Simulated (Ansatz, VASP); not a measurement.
# Ge: VASP beside Ansatz

Contents of INCAR:

```
ALGO = Normal
EDIFF = 1E-6
ENCUT = 520
GGA = PS
ISIF = 2
ISMEAR = 0
LASPH = T
LCHARG = T
LELF = T
LREAL = F
LVHAR = T
LWAVE = F
NBANDS = 21
NELM = 80
PREC = Accurate
SIGMA = 0.15
```

The input KPOINTS:

```
k-points
0
Gamma
  20 20 20
```

POSCAR

```
Ge
1.0
   -2.4958980000      2.6508630000      1.3938385900
    2.4958980000     -2.6508630000      1.3938385900
    2.4958980000      2.6508630000     -1.3938385900
Ge
2
Direct
    0.1859430000      0.9359430000      0.2500000000
    0.8140570000      0.0640570000      0.7500000000
```

Input for Ansatz:

```yaml
crystal:
  lattice:
    - [-2.495898, 2.650863, 1.39383859]
    - [2.495898, -2.650863, 1.39383859]
    - [2.495898, 2.650863, -1.39383859]
  atoms:
    - { symbol: Ge, position: [0.185943, 0.935943, 0.25] }
    - { symbol: Ge, position: [0.814057, 0.064057, 0.75] }
basis:
  ecutwfc: 420
kpoints:
  mp_grid: { grid: [20, 20, 20] }
hamiltonian:
  xc: pbesol
scf:
  occupations: { method: gaussian, width: 0.15 }
output:
  forces: true
  stress: true
  eigenvalues: true
```

Change from the starting cell: strain +0.000 along x and y, -0.030 along z, atoms carried along.

Alike in both runs: task single point; functional PBEsol; k mesh 20 × 20 × 20; occupations gaussian, width 0.15 eV; no spin polarisation.

```csv
,VASP,Ansatz
version,VASP 6.6.1,Ansatz 0.2.0
potentials or method,"VASP PAW PBE potentials, release 64 (Ge_d), cutoff 520 eV","scalar-relativistic, plane waves, PAW"
valence electrons in the cell,28,28
```

Ansatz gave:

* gap on the k mesh at the Fermi level (eV): none
* pressure (GPa): -0.3
* traceless stress, the component that is largest in VASP (GPa): -2.07
* rms of the force components (eV/Å): 0.026

**Question.** Estimate VASP's values.

**Answer.** gap on the k mesh at the Fermi level (eV): none; pressure (GPa): -0.4; traceless stress, the component that is largest in VASP (GPa): -2.09; rms of the force components (eV/Å): 0.027.

VASP's potentials were made for PBE, not for PBEsol. Atom by atom the forces differ by 0.001 eV/Å (rms over components). A gap of «none» marks a metal or a gap that the smearing closes.
